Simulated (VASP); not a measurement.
Set up this calculation in VASP 6.6.1, as the native input.

```yaml
Task: single point
Functional: LDA
Potentials_or_basis: VASP PAW LDA potentials, release 64 (Te, Sn_d)
Cutoff: 520 eV
k_mesh: 5 × 5 × 5
Occupations: fermi-dirac, width 0.05 eV
Spin: non-collinear spin, zero start, spin-orbit coupling
Starting_moments: "[[0.0, 0.0, 0.0], [0.0, 0.0, 0.0]] μB"
Dipole_correction: no
Further_INCAR_settings: ALGO = Normal; EDIFF = 1e-06; NBANDS = 32
```

The structure of SnTe lies in POSCAR:

```
SnTe
1.0
    3.9047000000      0.0000000000      0.0000000000
    0.0000000000      3.9047000000      0.0000000000
    0.0000000000      0.0000000000      3.9047000000
Te Sn
1 1
Direct
    0.5000000000      0.5000000000      0.5000000000
    0.0000000000      0.0000000000      0.0000000000
```

These files were run (other wordings do the same):

INCAR

```
SYSTEM = SnTe
ALGO = Normal
EDIFF = 1E-6
ENCUT = 520
GGA = CA
GGA_COMPAT = .FALSE.
ISIF = 2
ISMEAR = -1
LASPH = .TRUE.
LCHARG = .FALSE.
LORBIT = 11
LORBMOM = .TRUE.
LREAL = .FALSE.
LSORBIT = .TRUE.
LWAVE = .FALSE.
MAGMOM = 0 0 0 0 0 0
NBANDS = 32
NELM = 150
PREC = Accurate
SIGMA = 0.05
```

KPOINTS

```
k-points
0
G
  5 5 5
  0 0 0
```

Potentials or basis: VASP PAW LDA potentials, release 64 (Te, Sn_d).

Run with:

```sh
$ cat potpaw_LDA.64/Te/POTCAR potpaw_LDA.64/Sn_d/POTCAR > POTCAR
$ mpirun -np 1 vasp_ncl > vasp.out
```

Results of the run:

The pressure is -4.0 GPa. The net moment is 0.00 μB per cell and the valence electrons inside the program's atomic spheres are Te 3.34; Sn 12.04.

Caveat: the cell stands under tension.

It took 61 s on 1 thread of AMD EPYC 7R13, on a shared host, peak memory 0.2 GiB.
